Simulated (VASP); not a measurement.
# MgTe (P6_3mc) in VASP: single point with HSE06

Aim: the single point of MgTe with HSE06.

Everything below comes from runs of VASP 6.6.1. Logs are shortened: lines on timing, memory, paths and dates and some standing lists are left out, and cuts for length are marked.

### 1 The cell of the first run

The structure is hexagonal, space group P6_3mc (No. 186). The conventional cell has a = 4.463 Å, b = 4.463 Å, c = 7.269 Å, α = 90.00°, β = 90.00°, γ = 120.00°. Mg (site symmetry 3m) has 4 Te at 2.73 Å within 3.6 Å. Within 3.6 Å of Te (site symmetry 3m) lie 4 Mg at 2.73 Å.

### 2 Single point, HSE06 (strain -2.5%)

The input, POSCAR:

```
MgTe
1.0
    4.4631947571      0.0000000000      0.0000000000
   -2.2315973785      3.8652400417      0.0000000000
    0.0000000000      0.0000000000      7.2687120255
Mg Te
2 2
Direct
    0.3333333333      0.6666666667     -0.0006080520
    0.6666666667      0.3333333333      0.4993919480
    0.3333333333      0.6666666667      0.3756080520
    0.6666666667      0.3333333333      0.8756080520
```

The input, INCAR.step1:

```
PREC     = Accurate       # precision mode
ENCUT    = 520            # plane-wave cutoff, eV
EDIFF    = 1E-5           # SCF threshold, eV
ISMEAR   = 0              # smearing method
SIGMA    = 0.01           # smearing width, eV
LREAL    = F              # projectors in reciprocal space
LASPH    = T              # aspherical terms in the spheres
NELM     = 120            # most SCF steps
ALGO     = Normal         # electronic algorithm
ISIF     = 2              # what is computed and relaxed
LWAVE    = T              # write WAVECAR
NBANDS   = 16             # bands
GGA      = PE             # functional
GGA_COMPAT= F
```

The input, INCAR.step2:

```
PREC     = Accurate       # precision mode
ENCUT    = 520            # plane-wave cutoff, eV
EDIFF    = 1E-6           # SCF threshold, eV
ISMEAR   = 0              # smearing method
SIGMA    = 0.01           # smearing width, eV
LREAL    = F              # projectors in reciprocal space
LASPH    = T              # aspherical terms in the spheres
NELM     = 120            # most SCF steps
ALGO     = Normal         # electronic algorithm
ISIF     = 2              # what is computed and relaxed
LWAVE    = F              # write WAVECAR
LCHARG   = T              # write CHGCAR
GGA      = PE             # functional
LHFCALC  = T              # exact exchange
HFSCREEN = 0.2079         # screening, 1/A
PRECFOCK = Normal       
LELF     = T              # ELF
LVHAR    = T            
NBANDS   = 16             # bands
ISTART   = 1            
GGA_COMPAT= F
```

The input, KPOINTS:

```
regular mesh
0
Gamma
  6 6 2
```

Potentials or basis: VASP PAW PBE potentials, release 64 (Mg, Te).

The run is started by

```sh
$ cat potpaw_PBE.64/Mg/POTCAR potpaw_PBE.64/Te/POTCAR > POTCAR
$ cp INCAR.step1 INCAR
$ mpirun -np 1 vasp_std > vasp.out
$ cp INCAR.step2 INCAR
$ mpirun -np 1 vasp_std > vasp.out
```

OUTCAR:

```text
PREC = Accurate
   ENCUT = 520
   EDIFF = 1E-6
   ISMEAR = 0
   LREAL = F
   LASPH = T
   NELM = 120
   ISIF = 2
   GGA = PE
   LHFCALC = T
   HFSCREEN = 0.2079
   PRECFOCK = Normal
   ISTART = 1

 ion  position               nearest neighbor table
   1  0.333  0.667  0.999-   4 2.73   4 2.73   4 2.73   3 2.73
   2  0.667  0.333  0.499-   3 2.73   3 2.73   3 2.73   4 2.73
   3  0.333  0.667  0.376-   2 2.73   2 2.73   2 2.73   1 2.73
   4  0.667  0.333  0.876-   1 2.73   1 2.73   1 2.73   2 2.73

  LATTYP: Found a hexagonal cell.
 ALAT       =     4.4631947571
 C/A-ratio  =     1.6285894793

  Lattice vectors:

 A1 = (   4.4631947571,   0.0000000000,   0.0000000000)
 A2 = (  -2.2315973785,   3.8652400417,   0.0000000000)
 A3 = (   0.0000000000,   0.0000000000,   7.2687120255)

Analysis of symmetry for initial positions (statically):
=====================================================================
 Subroutine PRICEL returns:
 Original cell was already a primitive cell.

 Routine SETGRP: Setting up the symmetry group for a
 hexagonal supercell.

 Subroutine GETGRP returns: Found 12 space group operations
 (whereof  6 operations were pure point group operations)
 out of a pool of 24 trial point group operations.

The static configuration has the point symmetry C_3v.
 The point group associated with its full space group is C_6v.

Analysis of symmetry for dynamics (positions and initial velocities):
=====================================================================
 Subroutine PRICEL returns:
 Original cell was already a primitive cell.

 Routine SETGRP: Setting up the symmetry group for a
 hexagonal supercell.

 Subroutine GETGRP returns: Found 12 space group operations
 (whereof  6 operations were pure point group operations)
 out of a pool of 24 trial point group operations.

The dynamic configuration has the point symmetry C_3v.
 The point group associated with its full space group is C_6v.

 Subroutine INISYM returns: Found 12 space group operations
 (whereof  6 operations are pure point group operations),
 and found     1 'primitive' translations

----------------------------------------------------------------------------------------

                                     Primitive cell

  volume of cell :     125.3949

  direct lattice vectors                    reciprocal lattice vectors
     4.463194757  0.000000000  0.000000000     0.224054753  0.129358072  0.000000000
    -2.231597379  3.865240042  0.000000000     0.000000000  0.258716144  0.000000000
     0.000000000  0.000000000  7.268712026     0.000000000  0.000000000  0.137575955

  length of vectors
     4.463194757  4.463194757  7.268712026     0.258716144  0.258716144  0.137575955

  position of ions in fractional coordinates (direct lattice)
     0.333333333  0.666666667  0.999391948
     0.666666667  0.333333333  0.499391948
     0.333333333  0.666666667  0.375608052
     0.666666667  0.333333333  0.875608052

  ion indices of the primitive-cell ions
   primitive index   ion index
                 1           1
                 2           2
                 3           3
                 4           4

----------------------------------------------------------------------------------------

 KPOINTS: regular mesh

Automatic generation of k-mesh.
 Grid dimensions read from file:
 generate k-points for:    6    6    2

 Generating k-lattice:

  Cartesian coordinates                     Fractional coordinates (reciprocal lattice)
     0.037342459  0.021559679  0.000000000     0.166666667 -0.000000000  0.000000000
     0.000000000  0.043119357  0.000000000     0.000000000  0.166666667  0.000000000
     0.000000000  0.000000000  0.068787978     0.000000000  0.000000000  0.500000000

  Length of vectors
     0.043119357  0.043119357  0.068787978

  Shift w.r.t. Gamma in fractional coordinates (k-lattice)
     0.000000000  0.000000000  0.000000000

 Subroutine IBZKPT returns following result:
 ===========================================

 Found     14 irreducible k-points:

 Following reciprocal coordinates:
            Coordinates               Weight
  0.000000  0.000000  0.000000      1.000000
  0.166667 -0.000000  0.000000      6.000000
  0.333333  0.000000  0.000000      6.000000
  0.500000  0.000000  0.000000      3.000000
  0.166667  0.166667  0.000000      6.000000
  0.333333  0.166667  0.000000     12.000000
  0.333333  0.333333  0.000000      2.000000
  0.000000  0.000000  0.500000      1.000000
  0.166667 -0.000000  0.500000      6.000000
  0.333333  0.000000  0.500000      6.000000
  0.500000  0.000000  0.500000      3.000000
  0.166667  0.166667  0.500000      6.000000
  0.333333  0.166667  0.500000     12.000000
  0.333333  0.333333  0.500000      2.000000
   k-points           NKPTS =     14   k-points in BZ     NKDIM =     72   number of bands    NBANDS=     16
   number of dos      NEDOS =    301   number of ions     NIONS =      4
   total plane-waves  NPLWV =  69984
   dimension x,y,z NGX =    36 NGY =   36 NGZ =   54
   dimension x,y,z NGXF=    72 NGYF=   72 NGZF=  108
   ions per type =               2   2
   NGX,Y,Z   is equivalent  to a cutoff of  13.41, 13.41, 12.35 a.u.
   NGXF,Y,Z  is equivalent  to a cutoff of  26.82, 26.82, 24.70 a.u.
 SYSTEM =  unknown system
   PREC   = accura    normal or accurate (medium, high low for compatibility)
   ISTART =      1    job   : 0-new  1-cont  2-samecut
   ICHARG =      0    charge: 1-file 2-atom 10-const
   ISPIN  =      1    spin polarized calculation?
   LNONCOLLINEAR =      F non collinear calculations
   LSORBIT =      F    spin-orbit coupling
   LASPH  =      T    aspherical Exc in radial PAW
   ENCUT  =  520.0 eV  38.22 Ry    6.18 a.u.   8.30  8.30 13.51*2*pi/ulx,y,z
   NELM   =    120;   NELMIN=  2; NELMDL=  0     # of ELM steps
   EDIFF  = 0.1E-05   stopping-criterion for ELM
   LREAL  =      F    real-space projection
   EDIFFG = 0.1E-04   stopping-criterion for IOM
   NSW    =      0    number of steps for IOM
   IBRION =     -1    ionic relax: 0-MD 1-quasi-New 2-CG
   NFREE  =      0    steps in history (QN), initial steepest desc. (CG)
   ISIF   =      2    stress and relaxation
   ISYM   =      3    0-nonsym 1-usesym 2-fastsym
   POTIM  = 0.5000    time-step for ionic-motion
   TEBEG  =    0.0;   TEEND  =   0.0 temperature during run
   PSTRESS=    0.0 pullay stress
   NELECT =      16.0000    total number of electrons
   NUPDOWN=      -1.0000    fix difference up-down
   EMIN   =  10.00;   EMAX   =-10.00  energy-range for DOS
   EFERMI =   0.00;   METHOD = LEGACY
   ISMEAR =     0;   SIGMA  =   0.01  broadening in eV -4-tet -1-fermi 0-gaus
   EFERMI_NEDOS =   21; number of points for ismear=-14 and -15
   IALGO  =     38    algorithm
   IMIX   =      1    mixing-type and parameters
     AMIX     =   0.40;   BMIX     =  1.00
     AMIX_MAG =   1.60;   BMIX_MAG =  1.00
  volume/ion in A,a.u.               =      31.35       211.55
  Fermi-wavevector in a.u.,A,eV,Ry     =   0.824179  1.557473  9.242044  0.679271
  Thomas-Fermi vector in A             =   1.935819
   LORBIT       =      0    0 simple, 1 ext, 2 COOP (PROOUT), +10 PAW based schemes
   GGA     = PE    functional components
   LHFCALC =     T    Hartree Fock is set to
   PRECFOCK=normal    Normal, Fast or Accurate (Low or Medium for compatibility)
   ENCUT4O =  -1.0   cutoff for four orbital integrals eV
   NKREDX  =     1    reduce k-point grid by
   NKREDY  =     1    reduce k-point grid by
   NKREDZ  =     1    reduce k-point grid by
   AEXX    =    0.2500 exact exchange contribution
   HFSCREEN=    0.2079 screening length (either q_TF or 0.3 A-1)
   HFSCREENC=   0.2079 screening length for correlation (either q_TF or 0.3 A-1)
   ENCUTFOCK=  -1.0 apply spherical cutoff to Coloumb kernel
   IVDW    =     0    specifies the selected vdW correction
   LEPSILON=     F    determine dielectric tensor
   LRPA    =     F    only Hartree local field effects (RPA)
 non-spin polarized calculation
 Gauss-broadening in eV      SIGMA  =   0.01
  energy-cutoff  :      520.00
  volume of cell :      125.39
 maximum number of plane-waves:      3408
 NGX is ok and might be reduce to    36
  NGX = 28; NGY = 28; NGZ = 42

 number of electron      15.9999999 magnetization

 Free energy of the ion-electron system (eV)
  ---------------------------------------------------
  ext. energy  EPLUGINS =         0.00000000
  ---------------------------------------------------
  free energy    TOTEN  =       -15.04174420 eV

  energy without entropy =      -15.04174420  energy(sigma->0) =      -15.04174420

 E-fermi :   1.9651     XC(G=0):  -6.8146

 val. band max:        1.8826110563   @ k =   0.0000   0.0000   0.0000
 cond. band min:       5.4607958132   @ k =   0.0000   0.0000   0.0000
 fundamental gap:      3.5781847569
 Fermi energy:         1.9651329894

 k-point     1 :       0.0000    0.0000    0.0000
  band No.  band energies     occupation
      1      -9.5520      2.00000
      2      -8.7482      2.00000
      3      -1.9484      2.00000
      4       1.3033      2.00000
      5       1.3033      2.00000
      6       1.8825      2.00000
[... 8 lines left out ...]
     15       9.2384      0.00000
     16      10.1538      0.00000

 k-point     2 :       0.1667   -0.0000    0.0000
  band No.  band energies     occupation
      1      -9.4010      2.00000
      2      -8.6637      2.00000
      3      -1.7378      2.00000
      4       0.3231      2.00000
      5       0.8585      2.00000
      6       1.0272      2.00000
[... 8 lines left out ...]
     15       9.2955      0.00000
     16       9.7447      0.00000

 k-point     3 :       0.3333    0.0000    0.0000
  band No.  band energies     occupation
      1      -9.0333      2.00000
      2      -8.5136      2.00000
      3      -1.3831      2.00000
      4      -0.8253      2.00000
      5      -0.5019      2.00000
      6       0.5996      2.00000
[... 8 lines left out ...]
     15      10.0787      0.00000
     16      11.0528      0.00000
[... 172 lines left out ...]
 k-point    13 :       0.3333    0.1667    0.5000
  band No.  band energies     occupation
      1      -8.6313      2.00000
      2      -8.6313      2.00000
      3      -1.6098      2.00000
      4      -1.6098      2.00000
      5       0.1775      2.00000
      6       0.1775      2.00000
[... 8 lines left out ...]
     15      10.5942      0.00000
     16      10.5942      0.00000

 k-point    14 :       0.3333    0.3333    0.5000
  band No.  band energies     occupation
      1      -8.5505      2.00000
      2      -8.5505      2.00000
      3      -1.5550      2.00000
      4      -1.5550      2.00000
      5      -0.4288      2.00000
      6      -0.4288      2.00000
[... 8 lines left out ...]
     15      10.3109      0.00000
     16      10.3109      0.00000

------------------------ aborting loop because EDIFF is reached ----------------------------------------

  FORCE on cell =-STRESS in cart. coord.  units (eV):
  Direction    XX          YY          ZZ          XY          YZ          ZX
  --------------------------------------------------------------------------------------
  -------------------------------------------------------------------------------------
  Total        2.3634878      2.3634878      2.3378987      0.0000000     -0.0000000      0.0000000
  in kB       30.1984166     30.1984166     29.8714636      0.0000000     -0.0000000      0.0000000
  external PRESSURE =      30.0894323 kB  Pullay stress =       0.0000000 kB

 VOLUME and BASIS-vectors are now :
 -----------------------------------------------------------------------------
  energy-cutoff  :      520.00
  volume of cell :      125.39
      direct lattice vectors                 reciprocal lattice vectors
     4.463194757  0.000000000  0.000000000     0.224054753  0.129358072  0.000000000
    -2.231597379  3.865240042  0.000000000     0.000000000  0.258716144  0.000000000
     0.000000000  0.000000000  7.268712026     0.000000000  0.000000000  0.137575955

 POSITION                                       TOTAL-FORCE (eV/Angst)
 -----------------------------------------------------------------------------------
     -0.00000      2.57683      7.26429        -0.000000      0.000000     -0.001878
      2.23160      1.28841      3.62994        -0.000000      0.000000     -0.001878
     -0.00000      2.57683      2.73019         0.000000     -0.000000      0.001878
      2.23160      1.28841      6.36454        -0.000000      0.000000      0.001878
 -----------------------------------------------------------------------------------
    total drift:                               -0.000000     -0.000000      0.000033

  FREE ENERGIE OF THE ION-ELECTRON SYSTEM (eV)
  ---------------------------------------------------
  free  energy   TOTEN  =       -15.0417441996 eV

  energy  without entropy=      -15.0417441996  energy(sigma->0) =      -15.04174420
```

Wall time 29 min (1 thread of Intel Xeon Platinum 8375C at 2.90GHz (Ice Lake), shared host); peak memory 0.37 GiB.

Results:

- Free energy: -15.0417 eV
- Pressure: 3.0 GPa
- Band gap on the k mesh: 3.58 eV

Levels at points of the mesh, in eV from the valence-band top:
```
           k point  band 5  band 6  band 7  band 8  band 9  band 10  band 11  band 12
(0.00, 0.00, 0.00)   -0.58    0.00    0.00    0.00    3.58     3.95     6.28     6.28
(0.50, 0.00, 0.00)   -2.33   -1.46   -1.18   -0.53    3.92     4.78     5.18     6.44
(0.00, 0.00, 0.50)   -0.31   -0.31   -0.31   -0.31    4.52     4.52     6.53     6.53
(0.50, 0.00, 0.50)   -1.05   -1.05   -1.05   -1.05    4.04     4.04     5.13     5.13
```

Caveat: the k points lie up to 0.43 Å⁻¹ apart; the cell differs from its parent crystal (strain -2.5%); the structure was generated, so it needn't be the stable form of MgTe; the PAW data sets were made with another functional, which shifts forces and pressure a little; spin-orbit coupling is left out, which moves the levels of the heavy elements.
